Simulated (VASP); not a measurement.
Wanted: the native input for a VASP 6.6.1 run.

```yaml
Task: single point
Functional: PBEsol
Potentials_or_basis: VASP PAW PBE potentials, release 64 (Hf_pv, B)
Cutoff: 520 eV
k_mesh: 15 × 15 × 12
Occupations: fermi-dirac, width 0.03 eV
Spin: no spin polarisation
Dipole_correction: no
Further_INCAR_settings: ALGO = Normal; EDIFF = 1e-07; NBANDS = 15
```

The structure of HfB2 lies in POSCAR:

```
HfB2
1.0
    3.1607954092      0.0000000000      0.0000000000
   -1.5803977046      2.7373291205      0.0000000000
    0.0000000000      0.0000000000      3.5030470293
Hf B
1 2
Direct
    0.0000000000      0.0000000000      0.0000000000
    0.3333333333      0.6666666667      0.5000000000
    0.6666666667      0.3333333333      0.5000000000
```

This cell differs from its parent crystal: volume scaled by 1.02.

These files were run (other wordings do the same):

INCAR

```
SYSTEM = HfB2
ALGO = Normal ; EDIFF = 1E-7
ENCUT = 520 ; GGA = PS
ISIF = 2 ; ISMEAR = -1
LASPH = .True. ; LCHARG = .False.
LREAL = .False. ; LWAVE = .False.
NBANDS = 15 ; NELM = 60
PREC = Accurate ; SIGMA = 0.03
```

KPOINTS

```
k-points
0
Gamma
  15 15 12
  0 0 0
```

Potentials or basis: VASP PAW PBE potentials, release 64 (Hf_pv, B).

Command:

```console
$ cat potpaw_PBE.64/Hf_pv/POTCAR potpaw_PBE.64/B/POTCAR > POTCAR
$ mpirun -np 1 vasp_std > vasp.out
```

Results of the run:

The pressure is -9.2 GPa. The band gap on the k mesh is zero (band 8 reaches 8.15 eV, above the bottom of band 9 at 7.15 eV).

Caveat: the PAW data sets were made with another functional, which shifts forces and pressure a little; spin-orbit coupling is left out, which moves the levels of the heavy elements.

Wall time 23 s on 1 thread of Intel(R) Xeon(R) 6975P-C (Granite Rapids), with other jobs on the host, peak memory 0.2 GiB.
